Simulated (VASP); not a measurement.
Write the native input for VASP 6.6.1 that does the following.

```
Task                   : single point
Functional             : PBEsol
Potentials or basis    : VASP PAW PBE potentials, release 64 (W_sv, C)
Cutoff                 : 520 eV
k mesh                 : 13 × 13 × 13
Occupations            : fermi-dirac, width 0.1 eV
Spin                   : no spin polarisation
Dipole correction      : no
Further INCAR settings : ALGO = Normal; EDIFF = 1e-07; NBANDS = 16
```

The structure of WC lies in POSCAR:

```
WC
1.0
    0.0000000000      2.1926840000      2.1926840000
    2.1926840000      0.0000000000      2.1926840000
    2.1926840000      2.1926840000      0.0000000000
W C
1 1
Direct
   -0.0057007759     -0.0057007759      0.0057007759
    0.5000000000      0.5000000000      0.5000000000
```

One way to write it, as run:

INCAR

```
SYSTEM = WC
ALGO = Normal
EDIFF = 1E-7
ENCUT = 520
GGA = PS
ISIF = 2
ISMEAR = -1
LASPH = .True.
LCHARG = .True.
LELF = .True.
LREAL = .False.
LVHAR = .True.
LWAVE = .False.
NBANDS = 16
NELM = 100
PREC = Accurate
SIGMA = 0.1
```

KPOINTS

```
k-points
0
Gamma
  13 13 13
  0 0 0
```

Potentials or basis: VASP PAW PBE potentials, release 64 (W_sv, C).

Launch:

```bash
$ cat potpaw_PBE.64/W_sv/POTCAR potpaw_PBE.64/C/POTCAR > POTCAR
$ mpirun -np 1 vasp_std > vasp.out
```

Results of the run:

| Item | Value |
| --- | --- |
| Pressure | -8.9 GPa |
| Largest force | 0.158 eV/Å |
| Band gap on the k mesh | zero (band 9 reaches 13.22 eV, above the bottom of band 10 at 10.17 eV) |

Caveat: the PAW data sets were made with another functional, which shifts forces and pressure a little; spin-orbit coupling is left out, which moves the levels of the heavy elements.

Run time: 42 s on 1 thread of Intel(R) Xeon(R) Platinum 8488C (Sapphire Rapids), with other jobs on the host, peak memory 0.19 GiB.
